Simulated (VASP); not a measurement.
Set up this calculation in VASP 6.6.1, as the native input.

```yaml
Task: relaxation of cell and atoms
Functional: PBE
Potentials_or_basis: VASP PAW PBE potentials, release 64 (P)
Cutoff: 600 eV
k_mesh: 17 × 17 × 17
Occupations: fermi-dirac, width 0.1 eV
Spin: no spin polarisation
Dipole_correction: no
Further_INCAR_settings: ALGO = Normal; EDIFF = 1e-06; IBRION = 2; EDIFFG = -0.005; NSW = 60; ISIF = 3
```

The structure of P lies in POSCAR:

```
P
1.0
   -1.5536162530      1.5536162530      1.5536162530
    1.5536162530     -1.5536162530      1.5536162530
    1.5536162530      1.5536162530     -1.5536162530
P
1
Direct
    0.0000000000      0.0000000000      0.0000000000
```

These files were run (other wordings do the same):

INCAR

```
  PREC = Accurate
  ENCUT = 600
  EDIFF = 1E-6
  ISMEAR = -1
  SIGMA = 0.1
  LREAL = F
  LASPH = T
  NELM = 80
  ALGO = Normal
  ISIF = 3
  LWAVE = F
  LCHARG = F
  GGA = PE
  IBRION = 2
  NSW = 60
  EDIFFG = -0.005
```

KPOINTS

```
Automatic mesh
0
Gamma
  17 17 17
```

Potentials or basis: VASP PAW PBE potentials, release 64 (P).

The run is started by

```console
$ cat potpaw_PBE.64/P/POTCAR > POTCAR
$ mpirun -np 1 vasp_std > vasp.out
```

Results of the run:

```
Relaxed volume                         : 14.18 Å³/atom
Relaxed cell                           : a = 2.641 Å, b = 2.641 Å, c = 2.641 Å, α = 109.47°, β = 109.47°, γ = 109.47°
Space group after relaxing (to 0.05 Å) : Im-3m (No. 229)
Energy gained by relaxing              : 13.4 meV/atom
Ionic steps                            : 3
Pressure after relaxing                : 0.0 GPa
```

Run time: 29 s on 1 thread of AMD EPYC 7R13 Processor (Zen 3), on a shared host, peak memory 0.11 GiB.
